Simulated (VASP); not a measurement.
A run of VASP 6.6.1:

The input INCAR:

```
PREC = Accurate
ENCUT = 520
EDIFF = 1E-7
ISMEAR = 0
SIGMA = 0.05
LREAL = False
LASPH = True
NELM = 150
ALGO = Normal
ISIF = 2
LWAVE = False
LCHARG = True
ISPIN = 2
MAGMOM = 1.5 -1.5 0 0
LORBIT = 11
LMAXMIX = 4
GGA = PE
LELF = True
LVHAR = True
NBANDS = 28
```

Contents of KPOINTS:

```
Automatic mesh
0
Gamma
  10 10 10
```

Contents of POSCAR:

```
NiO
1.0
   -2.0526819626     -2.0526819626      4.1255063235
   -4.1255063235     -2.0526819626      2.0526819626
   -2.0526819626     -4.1255063235      2.0526819626
Ni O
2 2
Direct
    0.0000000000      0.0000000000      0.0000000000
    0.5000000000      0.5000000000      0.5000000000
    1.2499994945     -0.7500005055     -0.7500005055
    1.7500005055     -0.2499994945     -0.2499994945
```

Potentials or basis: VASP PAW PBE potentials, release 64 (Ni, O).

Command:

```bash
$ cat potpaw_PBE.64/Ni/POTCAR potpaw_PBE.64/O/POTCAR > POTCAR
$ mpirun -np 1 vasp_std > vasp.out
```

Hardware: 1 thread of Oxide Virtual Turin-like Processor (shared host).

Q: How long does it take, and how much memory?

A: It took 9 min on 1 thread of Oxide Virtual Turin-like Processor, on a shared host, peak memory 0.36 GiB. Counts: scf iterations 16, k points 116.
